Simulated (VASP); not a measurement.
# FeNi (P4/mmm) in VASP: further runs

FeNi is run at these levels: PBEsol; tasks: single point.

Everything below comes from runs of VASP 6.6.1. Logs are shortened: lines on timing, memory, paths and dates and some standing lists are left out, and cuts for length are marked.

## 1. The cell of the first run

Symmetry: P4/mmm, No. 123, tetragonal system. Conventional cell: a = 2.481 Å, b = 2.481 Å, c = 3.509 Å, α = 90.00°, β = 90.00°, γ = 90.00°. Ni (site symmetry 4/mmm) has 8 Fe at 2.48 Å and 4 Ni at 2.48 Å within 3.3 Å. Fe (site symmetry 4/mmm) has 8 Ni at 2.48 Å and 4 Fe at 2.48 Å within 3.3 Å.

## 2. Single point, PBEsol, collinear spin, ferromagnetic start

Input file INCAR:

```
  PREC = Accurate
  ENCUT = 520
  EDIFF = 1E-6
  ISMEAR = -1
  SIGMA = 0.05
  LREAL = False
  LASPH = True
  NELM = 150
  ALGO = Normal
  ISIF = 2
  LWAVE = False
  LCHARG = False
  ISPIN = 2
  MAGMOM = 1 3
  LORBIT = 11
  LMAXMIX = 4
  GGA = PS
  NBANDS = 20
```

Input file KPOINTS:

```
regular mesh
0
Gamma
  10 10 8
```

Input file POSCAR:

```
FeNi
1.0
    2.4812916134      0.0000000000      0.0000000000
    0.0000000000      2.4812916134      0.0000000000
    0.0000000000      0.0000000000      3.5088774414
Ni Fe
1 1
Direct
    0.5000000000      0.5000000000      0.5000000000
    0.0000000000      0.0000000000      0.0000000000
```

Potentials or basis: VASP PAW PBE potentials, release 64 (Ni, Fe).

Started as:

```bash
cat potpaw_PBE.64/Ni/POTCAR potpaw_PBE.64/Fe/POTCAR > POTCAR
mpirun -np 1 vasp_std > vasp.out
```

OUTCAR:

```text
PREC = Accurate
   ENCUT = 520
   EDIFF = 1E-6
   ISMEAR = -1
   LREAL = False
   LASPH = True
   NELM = 150
   ISIF = 2
   ISPIN = 2
   LORBIT = 11
   GGA = PS

 ion  position               nearest neighbor table
   1  0.500  0.500  0.500-   2 2.48   2 2.48   2 2.48   2 2.48   2 2.48   2 2.48   2 2.48   2 2.48

   2  0.000  0.000  0.000-   1 2.48   1 2.48   1 2.48   1 2.48   1 2.48   1 2.48   1 2.48   1 2.48

  LATTYP: Found a simple tetragonal cell.
 ALAT       =     2.4812916134
 C/A-ratio  =     1.4141334386

  Lattice vectors:

 A1 = (   2.4812916134,   0.0000000000,   0.0000000000)
 A2 = (   0.0000000000,   2.4812916134,   0.0000000000)
 A3 = (   0.0000000000,   0.0000000000,   3.5088774414)

Analysis of symmetry for initial positions (statically):
=====================================================================
 Subroutine PRICEL returns:
 Original cell was already a primitive cell.

 Routine SETGRP: Setting up the symmetry group for a
 simple tetragonal supercell.

 Subroutine GETGRP returns: Found 16 space group operations
 (whereof 16 operations were pure point group operations)
 out of a pool of 16 trial point group operations.

The static configuration has the point symmetry D_4h.

Analysis of symmetry for dynamics (positions and initial velocities):
=====================================================================
 Subroutine PRICEL returns:
 Original cell was already a primitive cell.

 Routine SETGRP: Setting up the symmetry group for a
 simple tetragonal supercell.

 Subroutine GETGRP returns: Found 16 space group operations
 (whereof 16 operations were pure point group operations)
 out of a pool of 16 trial point group operations.

The dynamic configuration has the point symmetry D_4h.

Analysis of structural, dynamic, and magnetic symmetry:
=====================================================================
 Subroutine PRICEL returns:
 Original cell was already a primitive cell.

 Routine SETGRP: Setting up the symmetry group for a
 simple tetragonal supercell.

 Subroutine GETGRP returns: Found 16 space group operations
 (whereof 16 operations were pure point group operations)
 out of a pool of 16 trial point group operations.

The overall configuration has the point symmetry D_4h.

 Subroutine INISYM returns: Found 16 space group operations
 (whereof 16 operations are pure point group operations),
 and found     1 'primitive' translations

[... 108 lines left out ...]
   EFERMI =   0.00;   METHOD = LEGACY
   ISMEAR =    -1;   SIGMA  =   0.05  broadening in eV -4-tet -1-fermi 0-gaus
   EFERMI_NEDOS =   21; number of points for ismear=-14 and -15
   IALGO  =     38    algorithm
   IMIX   =      4    mixing-type and parameters
     AMIX     =   0.40;   BMIX     =  1.00
     AMIX_MAG =   1.60;   BMIX_MAG =  1.00
  volume/ion in A,a.u.               =      10.80        72.89
  Fermi-wavevector in a.u.,A,eV,Ry     =   1.540486  2.911096 32.287942  2.373097
  Thomas-Fermi vector in A             =   2.646566
   LORBIT       =     11    0 simple, 1 ext, 2 COOP (PROOUT), +10 PAW based schemes
   GGA     = PS    functional components
   LHFCALC =     F    Hartree Fock is set to
   AEXX    =    0.0000 exact exchange contribution
   IVDW    =     0    specifies the selected vdW correction
   LEPSILON=     F    determine dielectric tensor
   LRPA    =     F    only Hartree local field effects (RPA)
 spin polarized calculation
  energy-cutoff  :      520.00
  volume of cell :       21.60
 maximum number of plane-waves:       606
   NGX =  9   NGY =  9   NGZ = 13

 number of electron      18.0000008 magnetization       3.2461091

 Free energy of the ion-electron system (eV)
  ---------------------------------------------------
  ext. energy  EPLUGINS =         0.00000000
  ---------------------------------------------------
  free energy    TOTEN  =       -15.16437995 eV

  energy without entropy =      -15.15533040  energy(sigma->0) =      -15.15985517

 E-fermi :   7.8996     XC(G=0): -13.5163

 val. band max:        7.8864749009   @ k =   0.4000   0.4000   0.2500
 cond. band min:       7.9028637467   @ k =   0.5000   0.5000   0.0000
 fundamental gap:      0.0163888457
 Fermi energy:         7.8996136844

 spin component 1

 k-point     1 :       0.0000    0.0000    0.0000
  band No.  band energies     occupation
      1      -1.2464      1.00000
      2       2.5800      1.00000
      3       3.2679      1.00000
      4       5.2619      1.00000
      5       5.2619      1.00000
      6       5.2754      1.00000
[... 541 lines left out ...]
     19      33.6011      0.00000
     20      35.2588      0.00000

 [... further k-points ...]

 spin component 2

 k-point     1 :       0.0000    0.0000    0.0000
  band No.  band energies     occupation
      1      -1.0866      1.00000
      2       3.7000      1.00000
      3       4.4253      1.00000
      4       6.4658      1.00000
      5       6.4658      1.00000
      6       6.9271      1.00000
[... 541 lines left out ...]
     19      33.9347      0.00000
     20      35.6610      0.00000

 [... further k-points ...]
[... 5 lines left out ...]
  --------------------------------------------------------------------------------------
  -------------------------------------------------------------------------------------
  Total        0.0163406      0.0163406      0.0504820      0.0000000      0.0000000      0.0000000
  in kB        1.2118694      1.2118694      3.7438932      0.0000000      0.0000000      0.0000000
  external PRESSURE =       2.0558774 kB  Pullay stress =       0.0000000 kB

 VOLUME and BASIS-vectors are now :
 -----------------------------------------------------------------------------
  energy-cutoff  :      520.00
  volume of cell :       21.60
      direct lattice vectors                 reciprocal lattice vectors
     2.481291613  0.000000000  0.000000000     0.403015911  0.000000000  0.000000000
     0.000000000  2.481291613  0.000000000     0.000000000  0.403015911  0.000000000
     0.000000000  0.000000000  3.508877441     0.000000000  0.000000000  0.284991430

 POSITION                                       TOTAL-FORCE (eV/Angst)
 -----------------------------------------------------------------------------------
      1.24065      1.24065      1.75444         0.000000      0.000000      0.000000
      0.00000      0.00000      0.00000         0.000000      0.000000      0.000000
 -----------------------------------------------------------------------------------
    total drift:                                0.000000     -0.000000     -0.000000

  FREE ENERGIE OF THE ION-ELECTRON SYSTEM (eV)
  ---------------------------------------------------
  free  energy   TOTEN  =       -15.1643799474 eV

  energy  without entropy=      -15.1553304014  energy(sigma->0) =      -15.15985517

 total charge

# of ion       s       p       d       tot
------------------------------------------
    1        0.537   0.576   8.328   9.441
    2        0.494   0.544   6.220   7.257
--------------------------------------------------
tot          1.031   1.120  14.547  16.698

 magnetization (x)

# of ion       s       p       d       tot
------------------------------------------
    1       -0.026  -0.061   0.728   0.641
    2       -0.001  -0.018   2.611   2.592
--------------------------------------------------
tot         -0.027  -0.079   3.339   3.232
```

Wall time 1.9 min (1 thread of Intel Xeon 8259CL, shared host); peak memory 0.19 GiB.

Results:

```yaml
Free_energy: -15.1644 eV
Pressure: 0.2 GPa
Net_moment: 3.25 μB per cell
Site_moments: Ni +0.64; Fe +2.59 μB
Valence_electrons_inside_the_program's_atomic_spheres: Ni 9.44; Fe 7.26
```

Caveat: the PAW data sets were made with another functional, which shifts forces and pressure a little.

## 3. Single point, PBEsol, collinear spin, ferromagnetic start

This run uses another cell than the first one, of 11.03 Å³/atom.

Input file INCAR:

```
SYSTEM = FeNi
ALGO     = Normal         ! electronic algorithm
EDIFF    = 1E-6           ! SCF threshold, eV
ENCUT    = 520            ! plane-wave cutoff, eV
GGA      = PS             ! functional
ISIF     = 2              ! what is computed and relaxed
ISMEAR   = -1             ! smearing method
ISPIN    = 2              ! spin polarisation
LASPH    = .TRUE.         ! aspherical terms in the spheres
LCHARG   = .FALSE.        ! write CHGCAR
LMAXMIX  = 4              ! l up to which the mixer works
LORBIT   = 11             ! projections on sites
LREAL    = .FALSE.        ! projectors in reciprocal space
LWAVE    = .FALSE.        ! write WAVECAR
MAGMOM   = 1 3            ! initial moments
NBANDS   = 20             ! bands
NELM     = 150            ! most SCF steps
PREC     = Accurate       ! precision mode
SIGMA    = 0.05           ! smearing width, eV
```

Input file KPOINTS:

```
k-points
0
G
  10 10 8
  0 0 0
```

Input file POSCAR:

```
FeNi
1.0
    2.4987660737      0.0000000000      0.0000000000
    0.0000000000      2.4987660737      0.0000000000
    0.0000000000      0.0000000000      3.5335886601
Ni Fe
1 1
Direct
    0.5000000000      0.5000000000      0.5000000000
    0.0000000000      0.0000000000      0.0000000000
```

Potentials or basis: VASP PAW PBE potentials, release 64 (Ni, Fe).

Started as:

```bash
cat potpaw_PBE.64/Ni/POTCAR potpaw_PBE.64/Fe/POTCAR > POTCAR
mpirun -np 1 vasp_std > vasp.out
```

OUTCAR:

```text
SYSTEM = FeNi
   EDIFF = 1E-6
   ENCUT = 520
   GGA = PS
   ISIF = 2
   ISMEAR = -1
   ISPIN = 2
   LASPH = .TRUE.
   LORBIT = 11
   LREAL = .FALSE.
   NELM = 150
   PREC = Accurate

 ion  position               nearest neighbor table
   1  0.500  0.500  0.500-   2 2.50   2 2.50   2 2.50   2 2.50   2 2.50   2 2.50   2 2.50   2 2.50

   2  0.000  0.000  0.000-   1 2.50   1 2.50   1 2.50   1 2.50   1 2.50   1 2.50   1 2.50   1 2.50

  LATTYP: Found a simple tetragonal cell.
 ALAT       =     2.4987660737
 C/A-ratio  =     1.4141334386

  Lattice vectors:

 A1 = (   2.4987660737,   0.0000000000,   0.0000000000)
 A2 = (   0.0000000000,   2.4987660737,   0.0000000000)
 A3 = (   0.0000000000,   0.0000000000,   3.5335886601)

Analysis of symmetry for initial positions (statically):
=====================================================================
 Subroutine PRICEL returns:
 Original cell was already a primitive cell.

 Routine SETGRP: Setting up the symmetry group for a
 simple tetragonal supercell.

 Subroutine GETGRP returns: Found 16 space group operations
 (whereof 16 operations were pure point group operations)
 out of a pool of 16 trial point group operations.

The static configuration has the point symmetry D_4h.

Analysis of symmetry for dynamics (positions and initial velocities):
=====================================================================
 Subroutine PRICEL returns:
 Original cell was already a primitive cell.

 Routine SETGRP: Setting up the symmetry group for a
 simple tetragonal supercell.

 Subroutine GETGRP returns: Found 16 space group operations
 (whereof 16 operations were pure point group operations)
 out of a pool of 16 trial point group operations.

The dynamic configuration has the point symmetry D_4h.

Analysis of structural, dynamic, and magnetic symmetry:
=====================================================================
 Subroutine PRICEL returns:
 Original cell was already a primitive cell.

 Routine SETGRP: Setting up the symmetry group for a
 simple tetragonal supercell.

 Subroutine GETGRP returns: Found 16 space group operations
 (whereof 16 operations were pure point group operations)
 out of a pool of 16 trial point group operations.

The overall configuration has the point symmetry D_4h.

 Subroutine INISYM returns: Found 16 space group operations
 (whereof 16 operations are pure point group operations),
 and found     1 'primitive' translations

----------------------------------------------------------------------------------------

                                     Primitive cell

  volume of cell :      22.0631

  direct lattice vectors                    reciprocal lattice vectors
     2.498766074  0.000000000  0.000000000     0.400197526  0.000000000  0.000000000
     0.000000000  2.498766074  0.000000000     0.000000000  0.400197526  0.000000000
     0.000000000  0.000000000  3.533588660     0.000000000  0.000000000  0.282998418

  length of vectors
     2.498766074  2.498766074  3.533588660     0.400197526  0.400197526  0.282998418

  position of ions in fractional coordinates (direct lattice)
     0.500000000  0.500000000  0.500000000
     0.000000000  0.000000000  0.000000000

  ion indices of the primitive-cell ions
   primitive index   ion index
                 1           1
                 2           2

[... 62 lines left out ...]
   PREC   = accura    normal or accurate (medium, high low for compatibility)
   ISTART =      0    job   : 0-new  1-cont  2-samecut
   ICHARG =      2    charge: 1-file 2-atom 10-const
   ISPIN  =      2    spin polarized calculation?
   LNONCOLLINEAR =      F non collinear calculations
   LSORBIT =      F    spin-orbit coupling
   LASPH  =      T    aspherical Exc in radial PAW
   ENCUT  =  520.0 eV  38.22 Ry    6.18 a.u.   4.65  4.65  6.57*2*pi/ulx,y,z
   NELM   =    150;   NELMIN=  2; NELMDL= -5     # of ELM steps
   EDIFF  = 0.1E-05   stopping-criterion for ELM
   LREAL  =      F    real-space projection
   EDIFFG = 0.1E-04   stopping-criterion for IOM
   NSW    =      0    number of steps for IOM
   IBRION =     -1    ionic relax: 0-MD 1-quasi-New 2-CG
   NFREE  =      0    steps in history (QN), initial steepest desc. (CG)
   ISIF   =      2    stress and relaxation
   ISYM   =      2    0-nonsym 1-usesym 2-fastsym
   POTIM  = 0.5000    time-step for ionic-motion
   TEBEG  =    0.0;   TEEND  =   0.0 temperature during run
   PSTRESS=    0.0 pullay stress
   NELECT =      18.0000    total number of electrons
   NUPDOWN=      -1.0000    fix difference up-down
   EMIN   =  10.00;   EMAX   =-10.00  energy-range for DOS
   EFERMI =   0.00;   METHOD = LEGACY
   ISMEAR =    -1;   SIGMA  =   0.05  broadening in eV -4-tet -1-fermi 0-gaus
   EFERMI_NEDOS =   21; number of points for ismear=-14 and -15
   IALGO  =     38    algorithm
   IMIX   =      4    mixing-type and parameters
     AMIX     =   0.40;   BMIX     =  1.00
     AMIX_MAG =   1.60;   BMIX_MAG =  1.00
  volume/ion in A,a.u.               =      11.03        74.44
  Fermi-wavevector in a.u.,A,eV,Ry     =   1.529713  2.890738 31.837927  2.340022
  Thomas-Fermi vector in A             =   2.637296
   LORBIT       =     11    0 simple, 1 ext, 2 COOP (PROOUT), +10 PAW based schemes
   GGA     = PS    functional components
   LHFCALC =     F    Hartree Fock is set to
   AEXX    =    0.0000 exact exchange contribution
   IVDW    =     0    specifies the selected vdW correction
   LEPSILON=     F    determine dielectric tensor
   LRPA    =     F    only Hartree local field effects (RPA)
 spin polarized calculation
  energy-cutoff  :      520.00
  volume of cell :       22.06
 maximum number of plane-waves:       613
 NGX is ok and might be reduce to    20
   NGX =  9   NGY =  9   NGZ = 13

 number of electron      17.9999999 magnetization       3.2674409

 Free energy of the ion-electron system (eV)
  ---------------------------------------------------
  ext. energy  EPLUGINS =         0.00000000
  ---------------------------------------------------
  free energy    TOTEN  =       -15.15836025 eV

  energy without entropy =      -15.14987717  energy(sigma->0) =      -15.15411871

 E-fermi :   7.6543     XC(G=0): -13.3932

 val. band max:        7.6482440105   @ k =   0.5000   0.2000   0.1250
 cond. band min:       7.6676898691   @ k =   0.5000   0.4000   0.2500
 fundamental gap:      0.0194458586
 Fermi energy:         7.6542647101

 spin component 1

 k-point     1 :       0.0000    0.0000    0.0000
  band No.  band energies     occupation
      1      -1.3680      1.00000
      2       2.4434      1.00000
      3       3.1154      1.00000
      4       5.0478      1.00000
      5       5.0478      1.00000
      6       5.0629      1.00000
[... 541 lines left out ...]
     19      33.0247      0.00000
     20      34.6345      0.00000

 [... further k-points ...]

 spin component 2

 k-point     1 :       0.0000    0.0000    0.0000
  band No.  band energies     occupation
      1      -1.2139      1.00000
      2       3.5754      1.00000
      3       4.2876      1.00000
      4       6.2628      1.00000
      5       6.2628      1.00000
      6       6.7275      1.00000
[... 541 lines left out ...]
     19      33.3437      0.00000
     20      35.0346      0.00000

 [... further k-points ...]
[... 5 lines left out ...]
  --------------------------------------------------------------------------------------
  -------------------------------------------------------------------------------------
  Total       -0.5622501     -0.5622501     -0.5486241      0.0000000      0.0000000      0.0000000
  in kB      -40.8293930    -40.8293930    -39.8399006      0.0000000      0.0000000      0.0000000
  external PRESSURE =     -40.4995622 kB  Pullay stress =       0.0000000 kB

 VOLUME and BASIS-vectors are now :
 -----------------------------------------------------------------------------
  energy-cutoff  :      520.00
  volume of cell :       22.06
      direct lattice vectors                 reciprocal lattice vectors
     2.498766074  0.000000000  0.000000000     0.400197526  0.000000000  0.000000000
     0.000000000  2.498766074  0.000000000     0.000000000  0.400197526  0.000000000
     0.000000000  0.000000000  3.533588660     0.000000000  0.000000000  0.282998418

 POSITION                                       TOTAL-FORCE (eV/Angst)
 -----------------------------------------------------------------------------------
      1.24938      1.24938      1.76679         0.000000      0.000000      0.000000
      0.00000      0.00000      0.00000         0.000000      0.000000      0.000000
 -----------------------------------------------------------------------------------
    total drift:                               -0.000000      0.000000      0.000000

  FREE ENERGIE OF THE ION-ELECTRON SYSTEM (eV)
  ---------------------------------------------------
  free  energy   TOTEN  =       -15.1583602493 eV

  energy  without entropy=      -15.1498771723  energy(sigma->0) =      -15.15411871

 total charge

# of ion       s       p       d       tot
------------------------------------------
    1        0.527   0.556   8.318   9.402
    2        0.485   0.525   6.201   7.211
--------------------------------------------------
tot          1.013   1.081  14.519  16.613

 magnetization (x)

# of ion       s       p       d       tot
------------------------------------------
    1       -0.027  -0.061   0.725   0.637
    2       -0.001  -0.019   2.642   2.622
--------------------------------------------------
tot         -0.027  -0.080   3.367   3.259
```

Wall time 2.2 min (1 thread of Intel Xeon 8259CL, shared host); peak memory 0.2 GiB.

Results:

| Item | Value |
| --- | --- |
| Free energy | -15.1584 eV |
| Pressure | -4.0 GPa |
| Net moment | 3.27 μB per cell |
| Site moments | Ni +0.64; Fe +2.62 μB |
| Valence electrons inside the program's atomic spheres | Ni 9.40; Fe 7.21 |

Caveat: the cell stands under tension; the PAW data sets were made with another functional, which shifts forces and pressure a little.
